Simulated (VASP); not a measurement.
Wanted: the native input for a VASP 6.6.1 run.

* Task: single point
* Functional: LDA
* Potentials or basis: VASP PAW LDA potentials, release 64 (In_d, P)
* Cutoff: 520 eV
* k mesh: 8 × 8 × 8
* Occupations: gaussian, width 0.01 eV
* Spin: no spin polarisation
* Dipole correction: no
* Further INCAR settings: ALGO = Normal; EDIFF = 1e-06; NBANDS = 16

The structure of InP lies in POSCAR:

```
InP
1.0
    2.8881022946      2.8881022946      0.0000000000
   -2.8881022946      2.8881022946      0.0000000000
    0.0000000000      2.8881022946      2.8881022946
In P
1 1
Direct
    0.0000000000      0.0000000000      0.0000000000
    0.7500000000      0.2500000000      0.5000000000
```

One way to write it, as run:

INCAR

```
SYSTEM = InP
PREC = Accurate ; ENCUT = 520
EDIFF = 1E-6 ; ISMEAR = 0
SIGMA = 0.01 ; LREAL = .False.
LASPH = .True. ; NELM = 60
ALGO = Normal ; ISIF = 2
LWAVE = .False. ; LCHARG = .True.
GGA = CA ; LELF = .True.
LVHAR = .True. ; NBANDS = 16
```

KPOINTS

```
regular mesh
0
Gamma
  8 8 8
  0 0 0
```

Potentials or basis: VASP PAW LDA potentials, release 64 (In_d, P).

The run is started by

```sh
$ cat potpaw_LDA.64/In_d/POTCAR potpaw_LDA.64/P/POTCAR > POTCAR
$ mpirun -np 1 vasp_std > vasp.out
```

It gave:

```
Pressure               : 2.0 GPa
Band gap on the k mesh : 0.75 eV, direct
```

Caveat: spin-orbit coupling is left out, which moves the levels of the heavy elements.

Run time: 11 s on 1 thread of Intel(R) Xeon(R) 6975P-C (Granite Rapids), on a shared host, peak memory 0.15 GiB.
